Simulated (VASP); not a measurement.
Write the native input for VASP 6.6.1 that does the following.

```
Task                   : single point
Functional             : LDA
Potentials or basis    : VASP PAW LDA potentials, release 64 (Ti_sv, C)
Cutoff                 : 520 eV
k mesh                 : 17 × 17 × 17
Occupations            : fermi-dirac, width 0.08 eV
Spin                   : no spin polarisation
Dipole correction      : no
Further INCAR settings : ALGO = Normal; EDIFF = 1e-06; NBANDS = 15
```

The structure of TiC (rocksalt type) lies in POSCAR:

```
TiC
1.0
    0.0000000000      2.0415755423      2.0415755423
    2.0415755423      0.0000000000      2.0415755423
    2.0415755423      2.0415755423      0.0000000000
Ti C
1 1
Direct
    0.0000000000      0.0000000000      0.0000000000
    0.5000000000      0.5000000000      0.5000000000
```

This cell differs from its parent crystal: volume scaled by 0.88.

The input as run:

INCAR

```
ALGO = Normal
EDIFF = 1E-6
ENCUT = 520
GGA = CA
ISIF = 2
ISMEAR = -1
LASPH = True
LCHARG = True
LELF = True
LREAL = False
LVHAR = True
LWAVE = False
NBANDS = 15
NELM = 60
PREC = Accurate
SIGMA = 0.08
```

KPOINTS

```
k-points
0
Gamma
  17 17 17
```

Potentials or basis: VASP PAW LDA potentials, release 64 (Ti_sv, C).

Command:

```bash
$ cat potpaw_LDA.64/Ti_sv/POTCAR potpaw_LDA.64/C/POTCAR > POTCAR
$ mpirun -np 1 vasp_std > vasp.out
```

Results of the run:

* Pressure: 47.2 GPa
* Band gap on the k mesh: zero (band 8 reaches 12.14 eV, above the bottom of band 9 at 11.04 eV)

Wall time 36 s on 1 thread of Intel Xeon 6975P-C, on a shared host, peak memory 0.16 GiB.
